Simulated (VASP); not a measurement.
# NaF: single point with PBE

NaF:

```
Na F
1.0
     0.00000    2.23346    2.23346
     2.23346    0.00000    2.23346
     2.23346    2.23346    0.00000
Na F
1 1
Direct
  0.00000 0.00000 0.00000
  0.48086 0.45857 0.54137
```

```json
{"Program": "VASP 6.6.1", "Task": "single point", "Functional": "PBE", "Potentials or basis": "VASP PAW PBE potentials, release 64 (Na_pv, F)", "Cutoff": "600 eV", "k mesh": "1 × 1 × 1, shifted", "Occupations": "gaussian, width 0.01 eV", "Spin": "no spin polarisation", "Dipole correction": "no", "Further INCAR settings": "ALGO = Normal; EDIFF = 1e-06; NBANDS = 14"}
```

* Pressure: 4.8 GPa
* Largest force: 0.777 eV/Å
* Band gap on the k mesh: 11.81 eV

Forces in eV/Å, atoms in the order of the input:
```
Na  -0.001  0.245 -0.737
F    0.001 -0.245  0.737
```

Stress tensor (GPa, compression positive):
```
3.70 0.00 0.00
0.00 4.09 0.37
0.00 0.37 6.67
```

Levels at points of the mesh, in eV from the valence-band top:
| k point | band 5 | band 6 | band 7 | band 8 | band 9 | band 10 |
| --- | --- | --- | --- | --- | --- | --- |
| (0.50, 0.50, 0.50) | -1.53 | -0.01 | 0.00 | 11.81 | 13.73 | 21.53 |
| (0.50, 0.00, 0.00) | -1.53 | -0.01 | 0.00 | 11.81 | 13.73 | 21.53 |
| (0.00, 0.00, 0.50) | -1.53 | -0.02 | -0.01 | 11.83 | 13.75 | 21.56 |
| (0.00, 0.50, 0.00) | -1.53 | -0.02 | -0.01 | 11.83 | 13.75 | 21.56 |

It took 7.1 s on 1 thread of Intel Xeon 8259CL, on a shared host, peak memory 0.14 GiB.

Caveat: the k points lie up to 2.44 Å⁻¹ apart; an empty level that is flat over the whole mesh can mark a ghost state of the potentials, or a narrow d or f band; a shifted mesh leaves out Γ, where band edges can lie. A k mesh can miss the band edges.
